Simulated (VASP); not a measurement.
# H4CO in VASP: a series of runs, part 3 of 3

VASP 6.6.1. The steps go on from the part before.

**7. Single point, PBE+D3(BJ)**

The input, INCAR:

```
ALGO = Normal ; EDIFF = 1E-6
ENCUT = 520 ; GGA = PE
GGA_COMPAT = False ; ISIF = 2
ISMEAR = -1 ; IVDW = 12
LASPH = True ; LCHARG = True
LELF = True ; LREAL = Auto
LVHAR = True ; LWAVE = False
NBANDS = 66 ; NELM = 120
PREC = Accurate ; SIGMA = 0.05
```

The input, KPOINTS:

```
k-points
0
Gamma
  1 1 1
```

The input, POSCAR:

```
H4CO
1.0
    6.8512850000      0.0000000000      0.0000000000
    0.0000000000      6.8512850000      0.0000000000
    0.0000000000      0.0000000000      6.8512850000
C O H
6 6 24
Direct
    0.1246627457      0.6648533815      0.7665715264
    0.6983945347      0.4088138211      0.5179612292
    0.2404366480      0.5608874832      0.3038554081
    0.5456786574      0.3374403488      1.0320399750
    0.9861653690      0.1529056228      0.2573239910
    0.5935091008      0.9396485477      0.6456890934
   -0.0573031190      0.6365375254      0.8653267234
    0.7802186013      0.3409141497      0.6928919174
    0.0900852906      0.6935195368      0.2488730216
    0.3681061290      0.2573531827      0.9478076011
    1.1723640164      0.0533330609      0.2437644909
    0.7470277473      0.9554995888      0.7872099905
    0.1953356195      0.5239892954      0.7454951881
   -0.1291582528      0.7539169659      0.8331137881
    0.0857357415      0.7249880862      0.6134031791
    0.2132008813      0.7805543048      0.8338727699
    0.6536146139      0.2776851350      0.4346046034
    0.8377844448      0.4428512316      0.7719719731
    0.5592673491      0.4953669275      0.5385413101
    0.7970329653      0.5005484373      0.4333493644
    0.1958172810      0.4730791377      0.4422965911
    0.0399341145      0.6740049494      0.1035718117
    0.2711462156      0.4591401467      0.1801997727
    0.3712004390      0.6390917908      0.3490148198
    0.5247190855      0.3567651908      1.1918056248
    0.3081173824      0.1685377269      1.0494527669
    0.6762235114      0.2347150936      1.0118393849
    0.5713088859      0.4840259893      0.9606227153
    0.9881941855      0.2889822858      0.1699535197
    1.1513314656     -0.0918367868      0.2438812573
    0.8589045705      0.0581350798      0.2156967635
    0.9703873069      0.1878625688      0.4151629950
    0.6503889416      0.9814655207      0.4975562978
    0.7978065429      1.1001731792      0.7814446487
    0.5653246070      0.7824225674      0.6434267440
    0.4603661941      1.0207866116      0.6837695410
```

Potentials or basis: VASP PAW PBE potentials, release 64 (C, O, H).

The run is started by

```console
$ cat potpaw_PBE.64/C/POTCAR potpaw_PBE.64/O/POTCAR potpaw_PBE.64/H/POTCAR > POTCAR
$ mpirun -np 1 vasp_gam > vasp.out
```

OUTCAR:

```text
EDIFF = 1E-6
   ENCUT = 520
   GGA = PE
   ISIF = 2
   ISMEAR = -1
   IVDW = 12
   LASPH = True
   LREAL = Auto
   NELM = 120
   PREC = Accurate
 IVDW          = 12

 ion  position               nearest neighbor table
   1  0.125  0.665  0.767-  13 1.09  16 1.10  15 1.16   7 1.43
   2  0.698  0.409  0.518-  20 1.09  17 1.11  19 1.13   8 1.40
   3  0.240  0.561  0.304-  24 1.09  23 1.12  21 1.16   9 1.42
   4  0.546  0.337  0.032-  25 1.11  28 1.13  27 1.15  10 1.45
   5  0.986  0.153  0.257-  29 1.11  32 1.11  31 1.12  11 1.45
   6  0.594  0.940  0.646-  35 1.09  36 1.10  33 1.12  12 1.43
   7  0.943  0.637  0.865-  14 0.97   1 1.43
   8  0.780  0.341  0.693-  18 0.97   2 1.40
   9  0.090  0.694  0.249-  22 1.06   3 1.42
  10  0.368  0.257  0.948-  26 1.01   4 1.45
  11  0.172  0.053  0.244-  30 1.00   5 1.45
  12  0.747  0.955  0.787-  34 1.05   6 1.43
  13  0.195  0.524  0.745-   1 1.09
  14  0.871  0.754  0.833-   7 0.97
  15  0.086  0.725  0.613-   1 1.16
  16  0.213  0.781  0.834-   1 1.10
  17  0.654  0.278  0.435-   2 1.11
[... 17 lines left out ...]
  35  0.565  0.782  0.643-   6 1.09
  36  0.460  0.021  0.684-   6 1.10

  LATTYP: Found a simple cubic cell.
 ALAT       =     6.8512850000

  Lattice vectors:

 A1 = (   6.8512850000,   0.0000000000,   0.0000000000)
 A2 = (   0.0000000000,   6.8512850000,   0.0000000000)
 A3 = (   0.0000000000,   0.0000000000,   6.8512850000)

Analysis of symmetry for initial positions (statically):
=====================================================================
 Subroutine PRICEL returns:
 Original cell was already a primitive cell.

 Routine SETGRP: Setting up the symmetry group for a
 simple cubic supercell.

 Subroutine GETGRP returns: Found  1 space group operations
 (whereof  1 operations were pure point group operations)
 out of a pool of 48 trial point group operations.

The static configuration has the point symmetry C_1 .

Analysis of symmetry for dynamics (positions and initial velocities):
[... 180 lines left out ...]
   GGA     = PE    functional components
   LHFCALC =     F    Hartree Fock is set to
   AEXX    =    0.0000 exact exchange contribution
   IVDW    =    12    specifies the selected vdW correction
   LEPSILON=     F    determine dielectric tensor
   LRPA    =     F    only Hartree local field effects (RPA)
 non-spin polarized calculation
  energy-cutoff  :      520.00
  volume of cell :      321.60
 maximum number of plane-waves:      4355
 NGX is ok and might be reduce to    50
   NGX = 25   NGY = 25   NGZ = 25

 number of electron      84.0000003 magnetization

 Free energy of the ion-electron system (eV)
  ---------------------------------------------------
  ext. energy  EPLUGINS =         0.00000000
  ---------------------------------------------------
  free energy    TOTEN  =      -181.92777679 eV

  energy without entropy =     -181.92777679  energy(sigma->0) =     -181.92777679

 E-fermi :  -0.8053     XC(G=0):  -7.2457

 val. band max:       -2.0826672711   @ k =   0.0000   0.0000   0.0000
 cond. band min:       2.8024039276   @ k =   0.0000   0.0000   0.0000
 fundamental gap:      4.8850711987
 Fermi energy:        -0.8053172605

 k-point     1 :       0.0000    0.0000    0.0000
  band No.  band energies     occupation
      1     -22.8570      2.00000
      2     -21.9741      2.00000
      3     -21.8838      2.00000
      4     -21.4569      2.00000
      5     -21.0536      2.00000
      6     -20.7787      2.00000
[... 46 lines left out ...]
     53       6.2695      0.00000
     54       6.4202      0.00000
 [bands above 54 left out]

------------------------ aborting loop because EDIFF is reached ----------------------------------------

 Edisp (eV)   -1.55651

 E8    (eV) :    -0.3400

  FORCE on cell =-STRESS in cart. coord.  units (eV):
  Direction    XX          YY          ZZ          XY          YZ          ZX
  --------------------------------------------------------------------------------------
  -------------------------------------------------------------------------------------
  Total      -1.27502    -1.60278    -4.08371    -1.15543     3.63263    -2.72003
  in kB      -6.35200    -7.98490   -20.34463    -5.75622    18.09740   -13.55092
  external pressure =      -11.56 kB  Pullay stress =        0.00 kB

 VOLUME and BASIS-vectors are now :
 -----------------------------------------------------------------------------
  energy-cutoff  :      520.00
  volume of cell :      321.60
      direct lattice vectors                 reciprocal lattice vectors
     6.851285000  0.000000000  0.000000000     0.145958021  0.000000000  0.000000000
     0.000000000  6.851285000  0.000000000     0.000000000  0.145958021  0.000000000
     0.000000000  0.000000000  6.851285000     0.000000000  0.000000000  0.145958021

 POSITION                                       TOTAL-FORCE (eV/Angst)
 -----------------------------------------------------------------------------------
      0.85410      4.55510      5.25200        -0.553599      1.056676     -2.568338
      4.78490      2.80090      3.54870        -1.375873      0.023361     -0.290459
      1.64730      3.84280      2.08180        -0.554505     -1.567562      0.613140
      3.73860      2.31190      0.21952         0.170026     -0.419773     -0.162019
      6.75650      1.04760      1.76300         0.292104     -0.674965      1.004786
      4.06630      6.43780      4.42380         0.638193     -0.561854     -0.578544
[... 28 lines left out ...]
      3.87320      5.36060      4.40830        -0.429022      0.057770     -0.164880
      3.15410      0.14242      4.68470         0.171429      0.137643      0.071555
 -----------------------------------------------------------------------------------
    total drift:                                0.001716      0.015120      0.004116

  FREE ENERGIE OF THE ION-ELECTRON SYSTEM (eV)
  ---------------------------------------------------
  free  energy   TOTEN  =      -183.4842833214 eV

  energy  without entropy=     -183.4842833213  energy(sigma->0) =     -183.48428332
```

OSZICAR:

```text
N       E                     dE             d eps       ncg     rms          rms(c)
DAV:   1     0.567735326052E+03    0.56774E+03   -0.45145E+04   140   0.118E+03
DAV:   2    -0.132899839773E+03   -0.70064E+03   -0.66242E+03   174   0.269E+02
DAV:   3    -0.195190126639E+03   -0.62290E+02   -0.61746E+02   160   0.862E+01
DAV:   4    -0.196440245720E+03   -0.12501E+01   -0.12466E+01   176   0.136E+01
DAV:   5    -0.196463793388E+03   -0.23548E-01   -0.23535E-01   168   0.181E+00    0.228E+01
DAV:   6    -0.183880145214E+03    0.12584E+02   -0.24236E+01   160   0.177E+01    0.109E+01
DAV:   7    -0.182208415634E+03    0.16717E+01   -0.28125E+00   168   0.627E+00    0.548E+00
DAV:   8    -0.181931453881E+03    0.27696E+00   -0.95343E-01   168   0.484E+00    0.105E+00
DAV:   9    -0.181919913720E+03    0.11540E-01   -0.17799E-01   168   0.222E+00    0.542E-01
DAV:  10    -0.181926531263E+03   -0.66175E-02   -0.41855E-02   152   0.751E-01    0.299E-01
DAV:  11    -0.181926345111E+03    0.18615E-03   -0.86832E-03   160   0.475E-01    0.153E-01
DAV:  12    -0.181927712240E+03   -0.13671E-02   -0.34862E-03   136   0.253E-01    0.462E-02
DAV:  13    -0.181927760594E+03   -0.48354E-04   -0.29879E-04   168   0.804E-02    0.224E-02
DAV:  14    -0.181927773603E+03   -0.13009E-04   -0.65262E-05   152   0.353E-02    0.105E-02
DAV:  15    -0.181927776020E+03   -0.24168E-05   -0.89876E-06   152   0.161E-02    0.422E-03
DAV:  16    -0.181927776787E+03   -0.76731E-06   -0.25512E-06   136   0.794E-03
   1 F= -.18348428E+03 E0= -.18348428E+03  d E =-.217594E-10
```

stdout:

```text
POSCAR found type information on POSCAR C O H
 POSCAR found :  3 types and      36 ions
 scaLAPACK will be used
 LDA part: xc-table for (Slater+PW92), standard interpolation
 POSCAR, INCAR and KPOINTS ok, starting setup
 FFT: planning ... GRIDC
 FFT: planning ... GRID_SOFT
 FFT: planning ... GRID
 WAVECAR not read
 entering main loop
```

It took 1.9 min on 1 thread of Intel Xeon 8259CL, shared host; peak memory 0.36 GiB.

What came out:

```
Free energy                : -183.4843 eV
Pressure                   : -1.2 GPa
Largest force              : 2.832 eV/Å
Band gap on the k mesh     : 4.89 eV
Dispersion energy per atom : -0.043 eV
```

Forces on the atoms (eV/Å):
```
C   -0.554  1.057 -2.568
C   -1.376  0.023 -0.290
C   -0.555 -1.568  0.613
C    0.170 -0.420 -0.162
C    0.292 -0.675  1.005
C    0.638 -0.562 -0.579
O    1.269 -0.877  1.228
O   -0.010 -1.465 -0.286
O   -1.128 -0.003 -1.801
O    0.316 -0.202  0.682
O   -0.014  0.938 -0.765
O    0.747  2.082  0.197
H    0.332 -0.041  0.422
H   -1.190  1.471 -0.001
H    0.505 -0.537  1.255
H    0.180 -0.361  0.276
H    0.325  0.526  0.051
H    0.323  0.993  0.294
H    0.644 -0.414  0.233
H    0.302  0.098 -0.278
H    0.204  0.641 -1.572
H    0.527 -0.242  1.977
H   -0.162  0.422  0.713
H    0.332  0.342 -0.237
H    0.267  0.072 -0.483
H    0.245  0.301 -0.423
H   -1.142  0.957  0.042
H   -0.004 -0.950  0.553
H   -0.023 -0.361  0.143
H   -0.261 -0.071  0.131
H    0.635  0.347 -0.100
H   -0.251  0.194 -0.488
H   -0.441 -0.119  0.538
H   -0.885 -1.790 -0.226
H   -0.429  0.058 -0.165
H    0.171  0.138  0.072
```

Levels at points of the mesh, in eV from the valence-band top:
```
           k point  band 40  band 41  band 42  band 43  band 44  band 45
(0.00, 0.00, 0.00)    -0.49    -0.20     0.00     4.89     6.02     6.25
```

Caveat: the k points lie up to 0.92 Å⁻¹ apart; the atoms stand as in a frame of molecular dynamics.

**8. Overview**

```tsv
cell	gap on the mesh (eV)	pressure (GPa)	largest force (eV/Å)
as given, atomic positions A	5.23	1.3	2.59
as given, atomic positions B	5.14	3.9	3.30
as given, atomic positions C	5.11	0.6	3.98
as given, atomic positions D	5.12	-0.3	2.10
as given, atomic positions E	4.80	-1.1	2.40
as given, atomic positions F	4.89	-1.2	2.83
```

Alike in all rows: task single point; level PBE+D3(BJ); potentials or basis VASP PAW PBE potentials, release 64 (C, O, H); no spin polarisation; k mesh 1 × 1 × 1; cutoff (eV) 520; smearing fermi-dirac 0.05 eV.

Caveats: all runs use coarse meshes; the atoms stand as in a frame of molecular dynamics (at least some runs).

Absolute energies hang on the potentials; compare differences alone.
